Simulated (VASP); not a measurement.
# SiC (SiC (110), 2 layers) in VASP: a series of runs, part 3 of 3

VASP 6.6.1.

## 5. Single point, PBE

Contents of INCAR:

```
SYSTEM = SiC
ALGO = Normal
DIPOL = 0.5 0.5 0.500
EDIFF = 1E-6
ENCUT = 520
GGA = PE
IDIPOL = 3
ISIF = 2
ISMEAR = -1
LASPH = .True.
LCHARG = .True.
LDIPOL = .True.
LELF = .True.
LREAL = .False.
LVACPOTAV = .True.
LVHAR = .True.
LWAVE = .False.
NBANDS = 16
NELM = 80
PREC = Accurate
SIGMA = 0.02
```

Contents of KPOINTS:

```
k-points
0
Gamma
  8 6 1
  0 0 0
```

Contents of POSCAR:

```
SiC
1.0
    3.0969261060      0.0000000000      0.0000000000
    0.0000000000      4.3797149007      0.0000000000
    0.0000000000      0.0000000000     17.5485000000
Si C
2 2
Direct
    0.0000000000      0.8359263770      0.4837916316
    0.5000000000      0.3359261732      0.5162083531
    0.5000000000      0.6640739012      0.4581395296
    0.0000000000      0.1640735486      0.5418604856
```

Potentials or basis: VASP PAW PBE potentials, release 64 (Si, C).

Run with:

```bash
$ cat potpaw_PBE.64/Si/POTCAR potpaw_PBE.64/C/POTCAR > POTCAR
$ mpirun -np 1 vasp_std > vasp.out
```

OUTCAR:

```text
SYSTEM = SiC
   EDIFF = 1E-6
   ENCUT = 520
   GGA = PE
   ISIF = 2
   ISMEAR = -1
   LASPH = .True.
   LREAL = .False.
   NELM = 80
   PREC = Accurate

 ion  position               nearest neighbor table
   1  0.000  0.836  0.484-   4 1.76   3 1.78   3 1.78   2 2.74   2 2.74   2 2.74   2 2.74
   2  0.500  0.336  0.516-   3 1.76   4 1.78   4 1.78   1 2.74   1 2.74   1 2.74   1 2.74
   3  0.500  0.664  0.458-   2 1.76   1 1.78   1 1.78
   4  0.000  0.164  0.542-   1 1.76   2 1.78   2 1.78

  LATTYP: Found a simple orthorhombic cell.
 ALAT       =     3.0969261060
 B/A-ratio  =     1.4142135623
 C/A-ratio  =     5.6664251582

  Lattice vectors:

 A1 = (   3.0969261060,   0.0000000000,   0.0000000000)
 A2 = (   0.0000000000,   4.3797149007,   0.0000000000)
 A3 = (   0.0000000000,   0.0000000000,  17.5485000000)

Analysis of symmetry for initial positions (statically):
=====================================================================
 Subroutine PRICEL returns:
 Original cell was already a primitive cell.

 Routine SETGRP: Setting up the symmetry group for a
 simple orthorhombic supercell.

 Subroutine GETGRP returns: Found  4 space group operations
 (whereof  2 operations were pure point group operations)
 out of a pool of  8 trial point group operations.

The static configuration has the point symmetry C_1h.
 The point group associated with its full space group is C_2v.

Analysis of symmetry for dynamics (positions and initial velocities):
=====================================================================
 Subroutine PRICEL returns:
 Original cell was already a primitive cell.

 Routine SETGRP: Setting up the symmetry group for a
 simple orthorhombic supercell.

 Subroutine GETGRP returns: Found  4 space group operations
 (whereof  2 operations were pure point group operations)
 out of a pool of  8 trial point group operations.

The dynamic configuration has the point symmetry C_1h.
 The point group associated with its full space group is C_2v.

 Subroutine INISYM returns: Found  4 space group operations
 (whereof  2 operations are pure point group operations),
 and found     1 'primitive' translations

[... 118 lines left out ...]
   GGA     = PE    functional components
   LHFCALC =     F    Hartree Fock is set to
   AEXX    =    0.0000 exact exchange contribution
   IVDW    =     0    specifies the selected vdW correction
   LEPSILON=     F    determine dielectric tensor
   LRPA    =     F    only Hartree local field effects (RPA)
 non-spin polarized calculation
  energy-cutoff  :      520.00
  volume of cell :      238.02
 maximum number of plane-waves:      6476
 NGX is ok and might be reduce to    24
   NGX = 11   NGY = 17   NGZ = 65

 number of electron      15.9999998 magnetization

 dipolmoment           0.000000      0.000000      0.000000 electrons x Angstroem

 Free energy of the ion-electron system (eV)
  ---------------------------------------------------
  ext. energy  EPLUGINS =         0.00000000
  ---------------------------------------------------
  free energy    TOTEN  =       -26.70101023 eV

  energy without entropy =      -26.70101023  energy(sigma->0) =      -26.70101023

 E-fermi :  -3.1808     XC(G=0):  -2.8237

 val. band max:       -3.6454977493   @ k =   0.1250   0.3333   0.0000
 cond. band min:      -1.2270635847   @ k =   0.5000   0.0000   0.0000
 fundamental gap:      2.4184341646
 Fermi energy:        -3.1808419816

 k-point     1 :       0.0000    0.0000    0.0000
  band No.  band energies     occupation
      1     -17.9388      2.00000
      2     -14.1040      2.00000
      3     -10.0935      2.00000
      4      -7.0306      2.00000
      5      -6.7358      2.00000
      6      -5.8010      2.00000
[... 357 lines left out ...]
      3     -11.5024      2.00000
      4     -11.5024      2.00000
      5      -5.9817      2.00000
      6      -5.9817      2.00000
[... 8 lines left out ...]
     15       5.8188      0.00000
     16       5.8188      0.00000

------------------------ aborting loop because EDIFF is reached ----------------------------------------

  FORCE on cell =-STRESS in cart. coord.  units (eV):
  Direction    XX          YY          ZZ          XY          YZ          ZX
  --------------------------------------------------------------------------------------
  -------------------------------------------------------------------------------------
  Total        3.1031882      6.5252313     -0.0168729      0.0000000      0.0000000      0.0000000
  in kB       20.8882477     43.9227792     -0.1135752      0.0000000      0.0000000      0.0000000
  external PRESSURE =      21.5658172 kB  Pullay stress =       0.0000000 kB

 VOLUME and BASIS-vectors are now :
 -----------------------------------------------------------------------------
  energy-cutoff  :      520.00
  volume of cell :      238.02
      direct lattice vectors                 reciprocal lattice vectors
     3.096926106  0.000000000  0.000000000     0.322900827  0.000000000  0.000000000
     0.000000000  4.379714901  0.000000000     0.000000000  0.228325364  0.000000000
     0.000000000  0.000000000 17.548500000     0.000000000  0.000000000  0.056984927

 POSITION                                       TOTAL-FORCE (eV/Angst)
 -----------------------------------------------------------------------------------
      0.00000      3.66112      8.48982         0.000000     -0.005524     -0.000517
      1.54846      1.47126      9.05868         0.000000     -0.005524      0.000517
      1.54846      2.90845      8.03966         0.000000      0.005524      0.002250
      0.00000      0.71860      9.50884         0.000000      0.005524     -0.002250
 -----------------------------------------------------------------------------------
    total drift:                                0.000000     -0.000154      0.000013

  FREE ENERGIE OF THE ION-ELECTRON SYSTEM (eV)
  ---------------------------------------------------
  free  energy   TOTEN  =       -26.7010102328 eV

  energy  without entropy=      -26.7010102328  energy(sigma->0) =      -26.70101023

 vacuum level on the upper side and lower side of the slab         2.443         2.443
```

OSZICAR:

```text
N       E                     dE             d eps       ncg     rms          rms(c)
DAV:   1     0.106711069804E+03    0.10671E+03   -0.51936E+03   640   0.711E+02
DAV:   2    -0.159182168634E+02   -0.12263E+03   -0.11004E+03  1056   0.151E+02
DAV:   3    -0.315663953164E+02   -0.15648E+02   -0.15375E+02   888   0.606E+01
DAV:   4    -0.322075931081E+02   -0.64120E+00   -0.64006E+00   904   0.156E+01
[... 13 lines left out ...]
DAV:  18    -0.267009786998E+02   -0.85816E-04   -0.63093E-06   776   0.982E-03    0.301E-03
DAV:  19    -0.267009973190E+02   -0.18619E-04   -0.42020E-07   712   0.314E-03    0.140E-03
DAV:  20    -0.267010077929E+02   -0.10474E-04   -0.77461E-07   680   0.336E-03    0.685E-04
DAV:  21    -0.267010099365E+02   -0.21436E-05   -0.94314E-08   624   0.136E-03    0.241E-04
DAV:  22    -0.267010102328E+02   -0.29632E-06   -0.21633E-08   656   0.548E-04
   1 F= -.26701010E+02 E0= -.26701010E+02  d E =-.659701E-11
```

stdout:

```text
POSCAR found type information on POSCAR SiC
 POSCAR found :  2 types and       4 ions
 scaLAPACK will be used
 LDA part: xc-table for (Slater+PW92), standard interpolation
 POSCAR, INCAR and KPOINTS ok, starting setup
 FFT: planning ... GRIDC
 FFT: planning ... GRID_SOFT
 FFT: planning ... GRID
 WAVECAR not read
 entering main loop
 -----------------------------------------------------------------------------
|                                                                             |
|           W    W    AA    RRRRR   N    N  II  N    N   GGGG   !!!           |
|           W    W   A  A   R    R  NN   N  II  NN   N  G    G  !!!           |
|           W    W  A    A  R    R  N N  N  II  N N  N  G       !!!           |
|           W WW W  AAAAAA  RRRRR   N  N N  II  N  N N  G  GGG   !            |
|           WW  WW  A    A  R   R   N   NN  II  N   NN  G    G                |
|           W    W  A    A  R    R  N    N  II  N    N   GGGG   !!!           |
|                                                                             |
|     Did not find any points to average over, which means that no vacuum     |
|     field-free region was found. Please increase the size of  your cell     |
|     in the dimension of the dipole correction to obtain accurate            |
|     workfunction values.                                                    |
|                                                                             |
 -----------------------------------------------------------------------------
```

It took 1.9 min on 1 thread of AMD EPYC 7R43 (Zen 3), shared host; peak memory 0.33 GiB.

Results:

| Quantity | Value |
| --- | --- |
| Free energy | -26.7010 eV |
| Largest force | 0.006 eV/Å |
| Band gap on the k mesh | 2.42 eV, indirect (least direct gap 2.65 eV) |

Forces in eV/Å, atoms in the order of the input:
```
Si   0.000 -0.006 -0.001
Si   0.000 -0.006  0.001
C    0.000  0.006  0.002
C    0.000  0.006 -0.002
```
